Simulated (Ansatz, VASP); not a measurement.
# KBr in VASP and in Ansatz

The input POSCAR:

```
KBr
1.0
    0.0000000000      3.2925000000      3.2925000000
    3.2925000000      0.0000000000      3.2925000000
    3.2925000000      3.2925000000      0.0000000000
K Br
1 1
Direct
    0.0000000000      0.0000000000      0.0000000000
    0.4060412402      0.5000000000      0.5000000000
```

The input INCAR.step1:

```
SYSTEM = KBr
ALGO     = Normal         ! electronic algorithm
EDIFF    = 1E-4           ! SCF threshold, eV
ENCUT    = 520            ! plane-wave cutoff, eV
GGA      = PE             ! functional
ISMEAR   = 0              ! smearing method
LASPH    = .TRUE.         ! aspherical terms in the spheres
LCHARG   = .FALSE.        ! write CHGCAR
LREAL    = .FALSE.        ! projectors in reciprocal space
LWAVE    = .TRUE.         ! write WAVECAR
NBANDS   = 15             ! bands
NELM     = 60             ! most SCF steps
PREC     = Accurate       ! precision mode
SIGMA    = 0.05           ! smearing width, eV
```

The input INCAR.step2:

```
SYSTEM = KBr
ALGO     = Normal         ! electronic algorithm
EDIFF    = 1E-6           ! SCF threshold, eV
ENCUT    = 520            ! plane-wave cutoff, eV
ISIF     = 2              ! what is computed and relaxed
ISMEAR   = 0              ! smearing method
ISTART   = 1            
LASPH    = .TRUE.         ! aspherical terms in the spheres
LCHARG   = .FALSE.        ! write CHGCAR
LMIXTAU  = .TRUE.       
LREAL    = .FALSE.        ! projectors in reciprocal space
LWAVE    = .FALSE.        ! write WAVECAR
METAGGA  = R2SCAN         ! meta-GGA
NBANDS   = 15             ! bands
NELM     = 60             ! most SCF steps
PREC     = Accurate       ! precision mode
SIGMA    = 0.05           ! smearing width, eV
```

Contents of KPOINTS:

```
k-points
0
G
  6 6 6
  0 0 0
```

Input for Ansatz:

```yaml
crystal:
  lattice:
    - [0.0, 3.2925, 3.2925]
    - [3.2925, 0.0, 3.2925]
    - [3.2925, 3.2925, 0.0]
  atoms:
    - { symbol: K, position: [0.0, 0.0, 0.0] }
    - { symbol: Br, position: [0.4060412402, 0.5, 0.5] }
basis:
  ecutwfc: 500
kpoints:
  mp_grid: { grid: [6, 6, 6] }
hamiltonian:
  xc: r2scan
scf:
  occupations: { method: gaussian, width: 0.05 }
output:
  forces: true
  stress: true
  eigenvalues: true
```

Change from the starting cell: all Br atoms moved +0.438 Å, as atom 2 towards its neighbour atom 2 (Br) at 4.656 Å.

Alike in both runs: task single point; functional r2SCAN; k mesh 6 × 6 × 6; occupations gaussian, width 0.05 eV; no spin polarisation.

```csv
,VASP,Ansatz
version,VASP 6.6.1,Ansatz 0.2.0
potentials or method,"VASP PAW PBE potentials, release 64 (K_sv, Br), cutoff 520 eV","scalar-relativistic, plane waves, PAW"
valence electrons in the cell,16,16
```

|  | VASP | Ansatz | Ansatz less VASP |
| --- | --- | --- | --- |
| gap on the k mesh at the Fermi level (eV) | 5.14 | 5.13 | -0.001 |
| least direct gap on the mesh (eV) | 5.14 | 5.13 | -0.001 |
| pressure (GPa) | 1.4 | 1.3 | -0.02 |
| traceless stress, the component that is largest in VASP (GPa) | -1.46 | -1.44 | +0.022 |
| rms of the force components (eV/Å) | 0.392 | 0.387 | -0.0050 |

VASP's potentials were made for PBE, not for r2SCAN. Atom by atom the forces differ by 0.005 eV/Å (rms over components). The functional is the same, so the differences come from potentials, cutoffs and numerics.
